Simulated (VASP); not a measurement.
Wanted: the native input for a VASP 6.6.1 run.

```
Task                   : single point
Functional             : LDA
Potentials or basis    : VASP PAW LDA potentials, release 64 (Mg, H)
Cutoff                 : 520 eV
k mesh                 : 6 × 6 × 6
Occupations            : methfessel-paxton, width 0.15 eV
Spin                   : no spin polarisation
Dipole correction      : no
Further INCAR settings : ALGO = Normal; EDIFF = 1e-07; NBANDS = 9
```

The structure of MgH2 lies in POSCAR:

```
MgH2
1.0
    0.0000000000      2.3488864741      2.3488864741
    2.3488864741      0.0000000000      2.3488864741
    2.3488864741      2.3488864741      0.0000000000
Mg H
1 2
Direct
    0.0000000000      0.0000000000      0.0000000000
    0.7500000000      0.7500000000      0.7500000000
    0.2500000000      0.2500000000      0.2500000000
```

These files were run (other wordings do the same):

INCAR

```
PREC = Accurate ; ENCUT = 520
EDIFF = 1E-7 ; ISMEAR = 1
SIGMA = 0.15 ; LREAL = F
LASPH = T ; NELM = 80
ALGO = Normal ; ISIF = 2
LWAVE = F ; LCHARG = F
NBANDS = 9
```

KPOINTS

```
regular mesh
0
Gamma
  6 6 6
```

Potentials or basis: VASP PAW LDA potentials, release 64 (Mg, H).

The run is started by

```console
$ cat potpaw_LDA.64/Mg/POTCAR potpaw_LDA.64/H/POTCAR > POTCAR
$ mpirun -np 1 vasp_std > vasp.out
```

It gave:

| Quantity | Value |
| --- | --- |
| Pressure | -1.6 GPa |
| Band gap on the k mesh | zero (band 2 reaches 4.29 eV, above the bottom of band 3 at 2.43 eV) |

Caveat: the k points lie up to 0.39 Å⁻¹ apart.

Wall time 5.4 s on 1 thread of Intel Xeon 6975P-C, on a shared host, peak memory 0.14 GiB.
